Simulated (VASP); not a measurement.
# MgB2 (P6/mmm) in VASP: a series of runs

The runs below take MgB2 through relaxation of cell and atoms, single point, with PBEsol, PBE, PBEsol+D3(BJ), revPBE.

Everything below comes from runs of VASP 6.6.1. Logs are shortened: lines on timing, memory, paths and dates and some standing lists are left out, and cuts for length are marked.

**1. The cell of the first run**

It takes space group P6/mmm (No. 191, hexagonal). The conventional cell has a = 3.085 Å, b = 3.085 Å, c = 3.523 Å, α = 90.00°, β = 90.00°, γ = 120.00°. Within 3.3 Å of Mg (site symmetry 6/mmm) lie 12 B at 2.51 Å and 6 Mg at 3.08 to 3.09 Å. Within 2.4 Å of B (site symmetry -6m2) lie 3 B at 1.78 Å.

**2. Relaxation of cell and atoms, PBEsol, target pressure 20 GPa, at which the enthalpy is minimised**

INCAR

```
ALGO = Normal
EDIFF = 1E-7
EDIFFG = -0.005
ENCUT = 600
GGA = PS
IBRION = 2
ISIF = 3
ISMEAR = -1
LASPH = True
LCHARG = False
LREAL = False
LWAVE = False
NELM = 80
NSW = 80
PREC = Accurate
PSTRESS = 200.0
SIGMA = 0.05
```

KPOINTS

```
k-points
0
Gamma
  10 10 8
```

POSCAR

```
MgB2
1.0
    3.0850000000      0.0000000000      0.0000000000
   -1.5425000000      2.6716883707      0.0000000000
    0.0000000000      0.0000000000      3.5230000000
Mg B
1 2
Direct
    0.0000000000      0.0000000000      0.0000000000
    0.6666666667      0.3333333333      0.5000000000
    0.3333333333      0.6666666667      0.5000000000
```

Potentials or basis: VASP PAW PBE potentials, release 64 (Mg, B).

Started as:

```sh
$ cat potpaw_PBE.64/Mg/POTCAR potpaw_PBE.64/B/POTCAR > POTCAR
$ mpirun -np 1 vasp_std > vasp.out
```

OUTCAR:

```text
EDIFF = 1E-7
   EDIFFG = -0.005
   ENCUT = 600
   GGA = PS
   IBRION = 2
   ISIF = 3
   ISMEAR = -1
   LASPH = True
   LREAL = False
   NELM = 80
   NSW = 80
   PREC = Accurate
   PSTRESS = 200.0

 ion  position               nearest neighbor table
   1  0.000  0.000  0.000-   2 2.51   3 2.51   2 2.51   3 2.51   2 2.51   2 2.51   3 2.51   3 2.51
                             2 2.51   2 2.51   3 2.51   3 2.51
   2  0.667  0.333  0.500-   3 1.78   3 1.78   3 1.78   1 2.51   1 2.51   1 2.51   1 2.51   1 2.51
                             1 2.51
   3  0.333  0.667  0.500-   2 1.78   2 1.78   2 1.78   1 2.51   1 2.51   1 2.51   1 2.51   1 2.51
                             1 2.51

  LATTYP: Found a hexagonal cell.
 ALAT       =     3.0850000000
 C/A-ratio  =     1.1419773096

  Lattice vectors:

 A1 = (   3.0850000000,   0.0000000000,   0.0000000000)
 A2 = (  -1.5425000000,   2.6716883707,   0.0000000000)
 A3 = (   0.0000000000,   0.0000000000,   3.5230000000)

Analysis of symmetry for initial positions (statically):
=====================================================================
 Subroutine PRICEL returns:
 Original cell was already a primitive cell.

 Routine SETGRP: Setting up the symmetry group for a
 hexagonal supercell.

 Subroutine GETGRP returns: Found 24 space group operations
 (whereof 24 operations were pure point group operations)
 out of a pool of 24 trial point group operations.

The static configuration has the point symmetry D_6h.

Analysis of symmetry for dynamics (positions and initial velocities):
=====================================================================
 Subroutine PRICEL returns:
 Original cell was already a primitive cell.

 Routine SETGRP: Setting up the symmetry group for a
 hexagonal supercell.

 Subroutine GETGRP returns: Found 24 space group operations
 (whereof 24 operations were pure point group operations)
 out of a pool of 24 trial point group operations.

The dynamic configuration has the point symmetry D_6h.

 Subroutine INISYM returns: Found 24 space group operations
 (whereof 24 operations are pure point group operations),
 and found     1 'primitive' translations

----------------------------------------------------------------------------------------

                                     Primitive cell

  volume of cell :      29.0371

  direct lattice vectors                    reciprocal lattice vectors
     3.085000000  0.000000000  0.000000000     0.324149109  0.187147575  0.000000000
    -1.542500000  2.671688371  0.000000000     0.000000000  0.374295150  0.000000000
     0.000000000  0.000000000  3.523000000     0.000000000  0.000000000  0.283848992

  length of vectors
     3.085000000  3.085000000  3.523000000     0.374295150  0.374295150  0.283848992

  position of ions in fractional coordinates (direct lattice)
     0.000000000  0.000000000  0.000000000
     0.666666667  0.333333333  0.500000000
     0.333333333  0.666666667  0.500000000

  ion indices of the primitive-cell ions
   primitive index   ion index
                 1           1
                 2           2
                 3           3

----------------------------------------------------------------------------------------

 KPOINTS: k-points

Automatic generation of k-mesh.
 Grid dimensions read from file:
 generate k-points for:   10   10    8

 Generating k-lattice:

  Cartesian coordinates                     Fractional coordinates (reciprocal lattice)
     0.032414911  0.018714758  0.000000000     0.100000000  0.000000000  0.000000000
     0.000000000  0.037429515  0.000000000     0.000000000  0.100000000  0.000000000
     0.000000000  0.000000000  0.035481124     0.000000000  0.000000000  0.125000000

  Length of vectors
     0.037429515  0.037429515  0.035481124

  Shift w.r.t. Gamma in fractional coordinates (k-lattice)
     0.000000000  0.000000000  0.000000000

 Subroutine IBZKPT returns following result:
 ===========================================

 Found     70 irreducible k-points:

 Following reciprocal coordinates:
            Coordinates               Weight
  0.000000  0.000000  0.000000      1.000000
  0.100000  0.000000  0.000000      6.000000
  0.200000  0.000000  0.000000      6.000000
  0.300000  0.000000  0.000000      6.000000
  0.400000  0.000000  0.000000      6.000000
  0.500000  0.000000  0.000000      3.000000
[... 16 lines left out ...]
  0.300000  0.100000  0.125000     24.000000
  0.400000  0.100000  0.125000     24.000000
 [... further k-points ...]
   k-points           NKPTS =     70   k-points in BZ     NKDIM =     70   number of bands    NBANDS=      8
   number of dos      NEDOS =    301   number of ions     NIONS =      3
   total plane-waves  NPLWV =  21952
   dimension x,y,z NGX =    28 NGY =   28 NGZ =   28
   dimension x,y,z NGXF=    56 NGYF=   56 NGZF=   56
   ions per type =               1   2
   NGX,Y,Z   is equivalent  to a cutoff of  15.09, 15.09, 13.21 a.u.
   NGXF,Y,Z  is equivalent  to a cutoff of  30.18, 30.18, 26.43 a.u.
 SYSTEM =  unknown system
   PREC   = accura    normal or accurate (medium, high low for compatibility)
   ISTART =      0    job   : 0-new  1-cont  2-samecut
   ICHARG =      2    charge: 1-file 2-atom 10-const
   ISPIN  =      1    spin polarized calculation?
   LNONCOLLINEAR =      F non collinear calculations
   LSORBIT =      F    spin-orbit coupling
   LASPH  =      T    aspherical Exc in radial PAW
   ENCUT  =  600.0 eV  44.10 Ry    6.64 a.u.   6.16  6.16  7.04*2*pi/ulx,y,z
   NELM   =     80;   NELMIN=  2; NELMDL= -5     # of ELM steps
   EDIFF  = 0.1E-06   stopping-criterion for ELM
   LREAL  =      F    real-space projection
   EDIFFG = -.5E-02   stopping-criterion for IOM
   NSW    =     80    number of steps for IOM
   IBRION =      2    ionic relax: 0-MD 1-quasi-New 2-CG
   NFREE  =      1    steps in history (QN), initial steepest desc. (CG)
   ISIF   =      3    stress and relaxation
   ISYM   =      2    0-nonsym 1-usesym 2-fastsym
   POTIM  = 0.5000    time-step for ionic-motion
   TEBEG  =    0.0;   TEEND  =   0.0 temperature during run
   PSTRESS=  200.0 pullay stress
   NELECT =       8.0000    total number of electrons
   NUPDOWN=      -1.0000    fix difference up-down
   EMIN   =  10.00;   EMAX   =-10.00  energy-range for DOS
   EFERMI =   0.00;   METHOD = LEGACY
   ISMEAR =    -1;   SIGMA  =   0.05  broadening in eV -4-tet -1-fermi 0-gaus
   EFERMI_NEDOS =   21; number of points for ismear=-14 and -15
   IALGO  =     38    algorithm
   IMIX   =      4    mixing-type and parameters
     AMIX     =   0.40;   BMIX     =  1.00
     AMIX_MAG =   1.60;   BMIX_MAG =  1.00
  volume/ion in A,a.u.               =       9.68        65.32
  Fermi-wavevector in a.u.,A,eV,Ry     =   1.065255  2.013040 15.439462  1.134768
  Thomas-Fermi vector in A             =   2.200801
   LORBIT       =      0    0 simple, 1 ext, 2 COOP (PROOUT), +10 PAW based schemes
   GGA     = PS    functional components
   LHFCALC =     F    Hartree Fock is set to
   AEXX    =    0.0000 exact exchange contribution
   IVDW    =     0    specifies the selected vdW correction
   LEPSILON=     F    determine dielectric tensor
   LRPA    =     F    only Hartree local field effects (RPA)
 conjugate gradient relaxation of ions
 non-spin polarized calculation
  energy-cutoff  :      600.00
  volume of cell :       29.04
 maximum number of plane-waves:       986
 NGX is ok and might be reduce to    28
   NGX = 13   NGY = 13   NGZ = 15

--------------------------------------- Ionic step        1  -------------------------------------------

 number of electron       8.0000000 magnetization

 Free energy of the ion-electron system (eV)
  ---------------------------------------------------
  ext. energy  EPLUGINS =         0.00000000
  ---------------------------------------------------
  free energy    TOTEN  =       -16.21996251 eV

  energy without entropy =      -16.21353532  energy(sigma->0) =      -16.21674892

------------------------ aborting loop because EDIFF is reached ----------------------------------------

  FORCE on cell =-STRESS in cart. coord.  units (eV):
  Direction    XX          YY          ZZ          XY          YZ          ZX
  --------------------------------------------------------------------------------------
  -------------------------------------------------------------------------------------
  Total       -0.5293338     -0.5293338     -0.5957119      0.0000000      0.0000000      0.0000000
  in kB      -29.2069755    -29.2069755    -32.8695134      0.0000000      0.0000000      0.0000000
  external PRESSURE =    -230.4278215 kB  Pullay stress =     200.0000000 kB
[... 297 lines left out ...]
  enthalpy is  TOTEN    =       -12.8811310997 eV   P V=        3.1814159771

--------------------------------------- Ionic step        9  -------------------------------------------

 number of electron       8.0000000 magnetization

 Free energy of the ion-electron system (eV)
  ---------------------------------------------------
  ext. energy  EPLUGINS =         0.00000000
  ---------------------------------------------------
  free energy    TOTEN  =       -16.05654682 eV

  energy without entropy =      -16.05105927  energy(sigma->0) =      -16.05380305

 E-fermi :   6.2222     XC(G=0): -11.5380

 val. band max:        6.1800254829   @ k =   0.1000   0.0000   0.5000
 cond. band min:       6.2643395925   @ k =   0.3000   0.2000   0.3750
 fundamental gap:      0.0843141097
 Fermi energy:         6.2221823021

 k-point     1 :       0.0000    0.0000    0.0000
  band No.  band energies     occupation
      1      -7.0196      2.00000
      2       3.3375      2.00000
      3       6.4780      0.01192
      4       6.4780      0.01192
      5       8.6379      0.00000
      6      12.7129      0.00000
      7      12.7129      0.00000
      8      15.2024      0.00000
[... 243 lines left out ...]
 k-point    24 :       0.4000    0.1000    0.1250
  band No.  band energies     occupation
      1      -3.1475      2.00000
      2      -1.3564      2.00000
      3       3.0534      2.00000
      4       5.6052      1.99999
      5       8.6630      0.00000
      6      11.7400      0.00000
      7      13.7332      0.00000
      8      15.8787      0.00000

 [... further k-points ...]
[... 5 lines left out ...]
  --------------------------------------------------------------------------------------
  -------------------------------------------------------------------------------------
  Total        3.1834454      3.1834454      3.1616293     -0.0000000     -0.0000000     -0.0000000
  in kB      200.5099091    200.5099091    199.1358133     -0.0000000     -0.0000000     -0.0000000
  external PRESSURE =       0.0518772 kB  Pullay stress =     200.0000000 kB
[... 18 lines left out ...]
  FREE ENERGIE OF THE ION-ELECTRON SYSTEM (eV)
  ---------------------------------------------------
  free  energy   TOTEN  =       -16.0565468221 eV

  energy  without entropy=      -16.0510592730  energy(sigma->0) =      -16.05380305

  enthalpy is  TOTEN    =       -12.8811970749 eV   P V=        3.1753497472

 reached required accuracy - stopping structural energy minimisation
```

It took 3.4 min on 1 thread of AMD EPYC 7R13, shared host; peak memory 0.15 GiB.

Results:

| Quantity | Value |
| --- | --- |
| Free energy | -16.0565 eV |
| Relaxed volume | 8.48 Å³/atom |
| Relaxed cell | a = 2.983 Å, b = 2.983 Å, c = 3.301 Å, α = 90.00°, β = 90.00°, γ = 120.00° |
| Space group after relaxing (to 0.05 Å) | P6/mmm (No. 191) |
| Energy change on relaxing (the enthalpy is what falls) | +54.5 meV/atom |
| Ionic steps | 9 |
| Pressure after relaxing | 20.0 GPa |
| Band gap on the k mesh | zero (band 4 reaches 7.56 eV, above the bottom of band 5 at 4.56 eV) |

Stress tensor (GPa, compression positive):
```
20.05  0.00  0.00
 0.00 20.05  0.00
 0.00  0.00 19.91
```

Step by step:
```tsv
step	energy change (eV)	largest force (eV/Å)	pressure (GPa)	volume (Å³)
1	0.0000	0.0000	-3.04	29.04
2	0.5397	0.0000	41.42	23.57
3	0.1560	0.0000	19.85	25.62
4	0.1642	0.0000	20.43	25.56
5	0.1651	0.0000	20.49	25.44
6	0.1709	0.0000	20.51	25.38
7	0.1704	0.0000	20.51	25.38
8	0.1574	0.0000	19.57	25.49
9	0.1634	0.0000	20.01	25.44
```

Final structure:
```
Mg B
1.0
     2.98316    0.00000    0.00000
    -1.49158    2.58349    0.00000
     0.00000    0.00000    3.30057
Mg B
1 2
Direct
  0.00000 0.00000 0.00000
  0.66667 0.33333 0.50000
  0.33333 0.66667 0.50000
```

Levels at points of the mesh, in eV from the Fermi level:
```csv
k point,band 1,band 2,band 3,band 4,band 5,band 6,band 7,band 8
"(0.00, 0.00, 0.00)",-13.24,-2.88,0.26,0.26,2.42,6.49,6.49,8.98
"(0.50, 0.00, 0.00)",-9.04,-8.49,-2.49,0.35,3.56,3.87,6.36,8.65
"(0.00, 0.00, 0.50)",-11.64,-8.06,0.78,0.78,6.80,6.80,8.32,11.97
"(0.50, 0.00, 0.50)",-7.80,-7.37,-4.01,-2.14,-1.51,6.33,9.50,9.77
```

Caveat: the cell is relaxed towards a set pressure, so the enthalpy falls and the energy may rise; the PAW data sets were made with another functional, which shifts forces and pressure a little.

(Part 1 of 2 ends here.)
